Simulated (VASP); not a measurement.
Wanted: the native input for a VASP 6.6.1 run.

```yaml
Task: electric field gradients
Functional: PBE
Potentials_or_basis: VASP PAW PBE potentials, release 64 (Ni, O)
Cutoff: 520 eV
k_mesh: 15 × 15 × 15
Occupations: fermi-dirac, width 0.03 eV
Spin: collinear spin, ferromagnetic start
Starting_moments: "[1.5, 0.0] μB"
Dipole_correction: no
Further_INCAR_settings: ALGO = Normal; EDIFF = 1e-08; NBANDS = 19
```

The structure of NiO lies in POSCAR:

```
NiO
1.0
    0.0000000000      2.0913100000      2.0913100000
    2.0913100000      0.0000000000      2.0913100000
    2.0913100000      2.0913100000      0.0000000000
Ni O
1 1
Direct
    0.0000000000      0.0000000000      0.0000000000
    0.5000000000      0.5000000000      0.5000000000
```

The input as run:

INCAR

```
PREC = Accurate
ENCUT = 520
EDIFF = 1E-8
ISMEAR = -1
SIGMA = 0.03
LREAL = False
LASPH = True
NELM = 150
ALGO = Normal
ISIF = 2
LWAVE = False
LCHARG = False
ISPIN = 2
MAGMOM = 1.5 0
LORBIT = 11
LMAXMIX = 4
GGA = PE
LEFG = True
NBANDS = 19
```

KPOINTS

```
Automatic mesh
0
Gamma
  15 15 15
```

Potentials or basis: VASP PAW PBE potentials, release 64 (Ni, O).

Command:

```sh
$ cat potpaw_PBE.64/Ni/POTCAR potpaw_PBE.64/O/POTCAR > POTCAR
$ mpirun -np 1 vasp_std > vasp.out
```

It gave:

```yaml
Pressure: 3.8 GPa
Net_moment: 1.71 μB per cell
Site_moments: Ni +1.41; O +0.26 μB
Valence_electrons_inside_the_program's_atomic_spheres: Ni 8.98; O 4.98
```

Caveat: without QUAD_EFG the Cq values of the log hold for a quadrupole moment of 1 mb, not for the nuclei; a cell with one magnetic atom can't hold antiferromagnetic order, which such compounds often take.

It took 110 s on 1 thread of Intel(R) Xeon(R) Platinum 8259CL CPU @ 2.50GHz (Skylake/Cascade Lake), on a shared host, peak memory 0.19 GiB.
